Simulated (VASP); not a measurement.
# HoAuF4 (F-43m) in VASP: notebook

HoAuF4 is run at these levels: PBE; tasks: single point.

Everything below comes from runs of VASP 6.6.1. Logs are shortened: lines on timing, memory, paths and dates and some standing lists are left out, and cuts for length are marked.

**1. The cell of the first run**

The structure is cubic, space group F-43m (No. 216). Conventional cell: a = 6.721 Å, b = 6.721 Å, c = 6.721 Å, α = 90.00°, β = 90.00°, γ = 90.00°. Ho (site symmetry -43m) has 12 F at 2.78 Å and 4 Au at 2.91 Å within 3.7 Å. Au (site symmetry -43m) has 12 F at 2.79 Å and 4 Ho at 2.91 Å within 3.7 Å. F (site symmetry 3m) has 6 F at 2.36 to 2.39 Å and 3 Ho at 2.78 Å and 3 Au at 2.79 Å within 3.1 Å.

The cell was built from a structure type or drawn by symmetry, and may not be a known phase.

**2. Single point, PBE**

The input, INCAR:

```
ALGO = Normal ; EDIFF = 1E-6
ENCUT = 600 ; GGA = PE
GGA_COMPAT = F ; ISIF = 2
ISMEAR = 0 ; LASPH = T
LCHARG = F ; LMAXMIX = 6
LREAL = F ; LWAVE = F
NBANDS = 33 ; NELM = 200
PREC = Accurate ; SIGMA = 0.15
```

The input, KPOINTS:

```
k-points
0
Gamma
  3 3 3
```

The input, POSCAR:

```
HoAuF4
1.0
    0.0000000000      3.3604136649      3.3604136649
    3.3604136649      0.0000000000      3.3604136649
    3.3604136649      3.3604136649      0.0000000000
Ho Au F
1 1 4
Direct
    0.7500000000      0.7500000000      0.7500000000
    0.0000000000      0.0000000000      0.0000000000
    0.3757426779      0.3757426779      0.8727719663
    0.8727719663      0.3757426779      0.3757426779
    0.3757426779      0.3757426779      0.3757426779
    0.3757426779      0.8727719663      0.3757426779
```

Potentials or basis: VASP PAW PBE potentials, release 64 (Ho_3, Au, F), 4f in core.

On the command line:

```
$ cat potpaw_PBE.64/Ho_3/POTCAR potpaw_PBE.64/Au/POTCAR potpaw_PBE.64/F/POTCAR > POTCAR
$ mpirun -np 1 vasp_std > vasp.out
```

OUTCAR:

```text
EDIFF = 1E-6
   ENCUT = 600
   GGA = PE
   ISIF = 2
   ISMEAR = 0
   LASPH = T
   LREAL = F
   NELM = 200
   PREC = Accurate

 ion  position               nearest neighbor table
   1  0.750  0.750  0.750-   3 2.78   5 2.78   6 2.78   3 2.78   4 2.78   5 2.78   4 2.78   5 2.78
                             6 2.78   3 2.78   4 2.78   6 2.78   2 2.91   2 2.91   2 2.91   2 2.91
   2  0.000  0.000  0.000-   1 2.91   1 2.91   1 2.91   1 2.91
   3  0.376  0.376  0.873-   1 2.78   1 2.78   1 2.78
   4  0.873  0.376  0.376-   1 2.78   1 2.78   1 2.78
   5  0.376  0.376  0.376-   1 2.78   1 2.78   1 2.78
   6  0.376  0.873  0.376-   1 2.78   1 2.78   1 2.78

  LATTYP: Found a face centered cubic cell.
 ALAT       =     6.7208273298

  Lattice vectors:

 A1 = (   0.0000000000,   3.3604136649,   3.3604136649)
 A2 = (   3.3604136649,   0.0000000000,   3.3604136649)
 A3 = (   3.3604136649,   3.3604136649,   0.0000000000)

Analysis of symmetry for initial positions (statically):
=====================================================================
 Subroutine PRICEL returns:
 Original cell was already a primitive cell.

 Routine SETGRP: Setting up the symmetry group for a
 face centered cubic supercell.

 Subroutine GETGRP returns: Found 24 space group operations
 (whereof 24 operations were pure point group operations)
 out of a pool of 48 trial point group operations.

The static configuration has the point symmetry T_d .

Analysis of symmetry for dynamics (positions and initial velocities):
=====================================================================
 Subroutine PRICEL returns:
 Original cell was already a primitive cell.

 Routine SETGRP: Setting up the symmetry group for a
 face centered cubic supercell.

 Subroutine GETGRP returns: Found 24 space group operations
 (whereof 24 operations were pure point group operations)
 out of a pool of 48 trial point group operations.

The dynamic configuration has the point symmetry T_d .

 Subroutine INISYM returns: Found 24 space group operations
 (whereof 24 operations are pure point group operations),
 and found     1 'primitive' translations

----------------------------------------------------------------------------------------

                                     Primitive cell

  volume of cell :      75.8941

  direct lattice vectors                    reciprocal lattice vectors
     0.000000000  3.360413665  3.360413665    -0.148791205  0.148791205  0.148791205
     3.360413665  0.000000000  3.360413665     0.148791205 -0.148791205  0.148791205
     3.360413665  3.360413665  0.000000000     0.148791205  0.148791205 -0.148791205

  length of vectors
     4.752342580  4.752342580  4.752342580     0.257713928  0.257713928  0.257713928

  position of ions in fractional coordinates (direct lattice)
     0.750000000  0.750000000  0.750000000
     0.000000000  0.000000000  0.000000000
     0.375742678  0.375742678  0.872771966
     0.872771966  0.375742678  0.375742678
     0.375742678  0.375742678  0.375742678
     0.375742678  0.872771966  0.375742678

  ion indices of the primitive-cell ions
   primitive index   ion index
                 1           1
                 2           2
                 3           3
                 4           4
                 5           5
                 6           6

----------------------------------------------------------------------------------------

 KPOINTS: k-points

Automatic generation of k-mesh.
 Grid dimensions read from file:
 generate k-points for:    3    3    3

 Generating k-lattice:

  Cartesian coordinates                     Fractional coordinates (reciprocal lattice)
    -0.049597068  0.049597068  0.049597068     0.333333333  0.000000000  0.000000000
     0.049597068 -0.049597068  0.049597068     0.000000000  0.333333333  0.000000000
     0.049597068  0.049597068 -0.049597068     0.000000000  0.000000000  0.333333333

  Length of vectors
     0.085904643  0.085904643  0.085904643

  Shift w.r.t. Gamma in fractional coordinates (k-lattice)
     0.000000000  0.000000000  0.000000000

 Subroutine IBZKPT returns following result:
 ===========================================

 Found      4 irreducible k-points:

 Following reciprocal coordinates:
            Coordinates               Weight
  0.000000  0.000000  0.000000      1.000000
  0.333333  0.000000  0.000000      8.000000
  0.333333  0.333333  0.000000      6.000000
 -0.333333  0.333333  0.000000     12.000000
   k-points           NKPTS =      4   k-points in BZ     NKDIM =      4   number of bands    NBANDS=     33
   number of dos      NEDOS =    301   number of ions     NIONS =      6
   total plane-waves  NPLWV =  64000
   dimension x,y,z NGX =    40 NGY =   40 NGZ =   40
   dimension x,y,z NGXF=    80 NGYF=   80 NGZF=   80
   ions per type =               1   1   4
   NGX,Y,Z   is equivalent  to a cutoff of  13.99, 13.99, 13.99 a.u.
   NGXF,Y,Z  is equivalent  to a cutoff of  27.99, 27.99, 27.99 a.u.
 SYSTEM =  unknown system
   PREC   = accura    normal or accurate (medium, high low for compatibility)
   ISTART =      0    job   : 0-new  1-cont  2-samecut
   ICHARG =      2    charge: 1-file 2-atom 10-const
   ISPIN  =      1    spin polarized calculation?
   LNONCOLLINEAR =      F non collinear calculations
   LSORBIT =      F    spin-orbit coupling
   LASPH  =      T    aspherical Exc in radial PAW
   ENCUT  =  600.0 eV  44.10 Ry    6.64 a.u.   9.49  9.49  9.49*2*pi/ulx,y,z
   NELM   =    200;   NELMIN=  2; NELMDL= -5     # of ELM steps
   EDIFF  = 0.1E-05   stopping-criterion for ELM
   LREAL  =      F    real-space projection
   EDIFFG = 0.1E-04   stopping-criterion for IOM
   NSW    =      0    number of steps for IOM
   IBRION =     -1    ionic relax: 0-MD 1-quasi-New 2-CG
   NFREE  =      0    steps in history (QN), initial steepest desc. (CG)
   ISIF   =      2    stress and relaxation
   ISYM   =      2    0-nonsym 1-usesym 2-fastsym
   POTIM  = 0.5000    time-step for ionic-motion
   TEBEG  =    0.0;   TEEND  =   0.0 temperature during run
   PSTRESS=    0.0 pullay stress
   NELECT =      48.0000    total number of electrons
   NUPDOWN=      -1.0000    fix difference up-down
   EMIN   =  10.00;   EMAX   =-10.00  energy-range for DOS
   EFERMI =   0.00;   METHOD = LEGACY
   ISMEAR =     0;   SIGMA  =   0.15  broadening in eV -4-tet -1-fermi 0-gaus
   EFERMI_NEDOS =   21; number of points for ismear=-14 and -15
   IALGO  =     38    algorithm
   IMIX   =      4    mixing-type and parameters
     AMIX     =   0.40;   BMIX     =  1.00
     AMIX_MAG =   1.60;   BMIX_MAG =  1.00
  volume/ion in A,a.u.               =      12.65        85.36
  Fermi-wavevector in a.u.,A,eV,Ry     =   1.405246  2.655531 26.867665  1.974718
  Thomas-Fermi vector in A             =   2.527727
   LORBIT       =      0    0 simple, 1 ext, 2 COOP (PROOUT), +10 PAW based schemes
   GGA     = PE    functional components
   LHFCALC =     F    Hartree Fock is set to
   AEXX    =    0.0000 exact exchange contribution
   IVDW    =     0    specifies the selected vdW correction
   LEPSILON=     F    determine dielectric tensor
   LRPA    =     F    only Hartree local field effects (RPA)
 non-spin polarized calculation
 Gauss-broadening in eV      SIGMA  =   0.15
  energy-cutoff  :      600.00
  volume of cell :       75.89
 maximum number of plane-waves:      2637
 NGX is ok and might be reduce to    40
   NGX = 19   NGY = 19   NGZ = 19

 number of electron      47.9999986 magnetization

 Free energy of the ion-electron system (eV)
  ---------------------------------------------------
  ext. energy  EPLUGINS =         0.00000000
  ---------------------------------------------------
  free energy    TOTEN  =       -23.92672405 eV

  energy without entropy =      -23.87542353  energy(sigma->0) =      -23.90107379

 E-fermi :   2.9639     XC(G=0): -11.2637

 val. band max:        2.8925064424   @ k =   0.0000   0.0000   0.0000
 cond. band min:       3.0563305906   @ k =   0.3333   0.0000   0.0000
 fundamental gap:      0.1638241482
 Fermi energy:         2.9639302198

 k-point     1 :       0.0000    0.0000    0.0000
  band No.  band energies     occupation
      1     -21.2567      2.00000
      2     -21.2567      2.00000
      3     -21.2567      2.00000
      4     -19.0310      2.00000
      5     -17.5457      2.00000
      6     -17.5457      2.00000
[... 25 lines left out ...]
     32      13.2732      0.00000
     33      13.2734      0.00000

 k-point     2 :       0.3333    0.0000    0.0000
  band No.  band energies     occupation
      1     -21.3467      2.00000
      2     -21.2587      2.00000
      3     -21.2587      2.00000
      4     -18.6929      2.00000
      5     -17.8164      2.00000
      6     -17.5553      2.00000
[... 25 lines left out ...]
     32      13.2413      0.00000
     33      13.2413      0.00000

 k-point     3 :       0.3333    0.3333    0.0000
  band No.  band energies     occupation
      1     -21.3342      2.00000
      2     -21.2753      2.00000
      3     -21.2753      2.00000
      4     -18.6009      2.00000
      5     -17.9456      2.00000
      6     -17.5306      2.00000
[... 25 lines left out ...]
     32      12.4294      0.00000
     33      12.4294      0.00000

 k-point     4 :      -0.3333    0.3333    0.0000
  band No.  band energies     occupation
      1     -21.3415      2.00000
      2     -21.3028      2.00000
      3     -21.2680      2.00000
      4     -18.3893      2.00000
      5     -18.1042      2.00000
      6     -17.5566      2.00000
[... 25 lines left out ...]
     32      11.1604      0.00000
     33      12.5905      0.00000

------------------------ aborting loop because EDIFF is reached ----------------------------------------

  FORCE on cell =-STRESS in cart. coord.  units (eV):
  Direction    XX          YY          ZZ          XY          YZ          ZX
  --------------------------------------------------------------------------------------
  -------------------------------------------------------------------------------------
  Total       -0.3819100     -0.3819100     -0.3819100     -0.0000000     -0.0000000      0.0000000
  in kB       -8.0623822     -8.0623822     -8.0623822     -0.0000000     -0.0000000      0.0000000
  external PRESSURE =      -8.0623822 kB  Pullay stress =       0.0000000 kB

 VOLUME and BASIS-vectors are now :
 -----------------------------------------------------------------------------
  energy-cutoff  :      600.00
  volume of cell :       75.89
      direct lattice vectors                 reciprocal lattice vectors
     0.000000000  3.360413665  3.360413665    -0.148791205  0.148791205  0.148791205
     3.360413665  0.000000000  3.360413665     0.148791205 -0.148791205  0.148791205
     3.360413665  3.360413665  0.000000000     0.148791205  0.148791205 -0.148791205

 POSITION                                       TOTAL-FORCE (eV/Angst)
 -----------------------------------------------------------------------------------
      5.04062      5.04062      5.04062         0.000000      0.000000      0.000000
      0.00000      0.00000      0.00000         0.000000      0.000000      0.000000
      4.19553      4.19553      2.52530        -0.005495     -0.005495      0.005495
      2.52530      4.19553      4.19553         0.005495     -0.005495     -0.005495
      2.52530      2.52530      2.52530         0.005495      0.005495      0.005495
      4.19553      2.52530      4.19553        -0.005495      0.005495     -0.005495
 -----------------------------------------------------------------------------------
    total drift:                                0.000000      0.000000      0.000000

  FREE ENERGIE OF THE ION-ELECTRON SYSTEM (eV)
  ---------------------------------------------------
  free  energy   TOTEN  =       -23.9267240504 eV

  energy  without entropy=      -23.8754235299  energy(sigma->0) =      -23.90107379
```

Wall time 32 s (1 thread of Intel Xeon Platinum 8259CL at 2.50GHz (Skylake/Cascade Lake), shared host); peak memory 0.24 GiB.

What came out:

```
Free energy            : -23.9267 eV
Pressure               : -0.8 GPa
Largest force          : 0.010 eV/Å
Band gap on the k mesh : zero (filled and empty bands touch)
```

Forces on the atoms (eV/Å):
```
Ho   0.000  0.000  0.000
Au   0.000  0.000  0.000
F   -0.005 -0.005  0.005
F    0.005 -0.005 -0.005
F    0.005  0.005  0.005
F   -0.005  0.005 -0.005
```

Caveat: the k points lie up to 0.54 Å⁻¹ apart; spin-orbit coupling is left out, which moves the levels of the heavy elements; the 4f electrons are frozen in the core, so they carry no moment and show no levels; the run has no spin polarisation, though such a crystal can be magnetic.

[end of part 1 of 2]
